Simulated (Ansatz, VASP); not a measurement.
**AlBAs2 in VASP and in Ansatz**

Contents of INCAR:

```
PREC = Accurate
ENCUT = 520
EDIFF = 1E-6
ISMEAR = 0
SIGMA = 0.01
LREAL = F
LASPH = T
NELM = 80
ALGO = Normal
ISIF = 2
LWAVE = F
LCHARG = F
GGA = PE
NBANDS = 16
```

Contents of KPOINTS:

```
Automatic mesh
0
Gamma
  8 8 6
```

The input POSCAR:

```
AlBAs2
1.0
    3.6608835438      0.0000000000      0.0000000000
    0.0000000000      3.6608835438      0.0000000000
    0.0000000000      0.0000000000      5.4129838009
B As Al
1 2 1
Direct
    0.0000000000      0.0000000000      0.0000000000
    0.0000000000      0.5000000000      0.2128693899
    0.5000000000      0.0000000000      0.7871306101
    0.5000000000      0.5000000000      0.5000000000
```

Input for Ansatz:

```yaml
crystal:
  lattice:
    - [3.6608835438, 0.0, 0.0]
    - [0.0, 3.6608835438, 0.0]
    - [0.0, 0.0, 5.4129838009]
  atoms:
    - { symbol: B, position: [0.0, 0.0, 0.0] }
    - { symbol: As, position: [0.0, 0.5, 0.2128693899] }
    - { symbol: Al, position: [0.5, 0.5, 0.5] }
    - { symbol: As, position: [0.5, 0.0, 0.7871306101] }
kpoints:
  mp_grid: { grid: [8, 8, 6] }
  band_path:
    path:
      - [0.0, 0.0, 0.0]
      - [0.0, 0.5, 0.0]
      - [0.5, 0.5, 0.0]
      - [0.0, 0.0, 0.5]
      - [0.0, 0.5, 0.5]
      - [0.5, 0.5, 0.5]
    npoints: 1
hamiltonian:
  xc: pbe
scf:
  occupations: { method: fixed }
  n_extra_bands: 5
output:
  forces: true
  stress: true
  eigenvalues: true
```

Alike in both runs: task single point; functional PBE; k mesh 8 × 8 × 6; no spin polarisation.

```csv
,VASP,Ansatz
version,VASP 6.6.1,Ansatz 0.2.0
potentials or method,"VASP PAW PBE potentials, release 64 (B, As, Al)","plane waves, PAW"
plane-wave cutoff (eV),520,420
occupations,"gaussian, width 0.01 eV",fixed
valence electrons in the cell,16,36
```

|  | VASP | Ansatz | Ansatz less VASP |
| --- | --- | --- | --- |
| gap on the k mesh at the Fermi level (eV) | 0.69 | 0.69 | +0.002 |
| pressure (GPa) | 2.1 | 1.8 | -0.29 |
| rms of the force components (eV/Å) | 0.057 | 0.061 | +0.0042 |

VASP's potentials hold 16 valence electrons a cell and Ansatz's 36, so a difference there can come from the potentials and not from the codes.
